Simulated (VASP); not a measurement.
The system is H2Pt (CdI2 type).

```xyz
3
Lattice="2.8878 0.0000 0.0000 -1.4439 2.5009 0.0000 0.0000 0.0000 4.6205" Properties=species:S:1:pos:R:3 pbc="T T T"
Pt    0.0000    0.0000    0.0000
H     0.0000    1.6673    1.1551
H     1.4439    0.8336    3.4654
```

```yaml
Program: VASP 6.6.1
Task: relaxation of cell and atoms
Functional: PBE
Potentials_or_basis: VASP PAW PBE potentials, release 64 (Pt, H)
Cutoff: 600 eV
k_mesh: 14 × 14 × 8
Occupations: fermi-dirac, width 0.05 eV
Spin: no spin polarisation
```

At the start: pressure -13.8 GPa; volume 11.12 Å³/atom.

**Question.** Where does the relaxation end?

**Answer.** Over 23 steps the energy falls by 154.2 meV/atom and the volume is 11.19 Å³/atom (+0.6 %); space group P-3m1 (No. 164, to 0.05 Å).

The path:
```tsv
step	energy change (eV)	largest force (eV/Å)	pressure (GPa)	volume (Å³)
1	0.0000	1.3924	-13.80	33.37
2	-0.2831	0.4983	5.94	28.95
3	-0.2865	0.5973	3.53	29.33
4	-0.3820	0.3860	2.07	29.38
5	-0.4439	0.1369	0.40	29.39
6	-0.4468	0.0829	0.04	29.38
7	-0.4469	0.0711	-0.04	29.38
8	-0.4479	0.0352	0.64	29.37
9	-0.4481	0.0054	1.20	29.36
10	-0.4486	0.0037	1.15	29.42
11	-0.4500	0.0014	0.98	29.60
12	-0.4521	0.0126	0.68	29.96
13	-0.4545	0.0390	0.12	30.68
14	-0.4519	0.0983	-0.76	32.14
15	-0.4546	0.0606	-0.09	31.08
16	-0.4565	0.0691	0.23	31.35
17	-0.4592	0.0977	1.24	32.16
18	-0.4606	0.0714	0.79	32.46
19	-0.4621	0.0001	-0.36	33.29
20	-0.4623	0.0042	-0.28	33.41
21	-0.4625	0.0103	-0.17	33.57
22	-0.4625	0.0126	-0.13	33.62
23	-0.4625	0.0042	0.01	33.57
```

Final structure:
```
Pt H
1.0
     2.88587    0.00000    0.00000
    -1.44293    2.49924    0.00000
     0.00000    0.00000    4.65403
Pt H
1 2
Direct
  0.00000 0.00000 0.00000
  0.33333 0.66667 0.18102
  0.66667 0.33333 0.81898
```
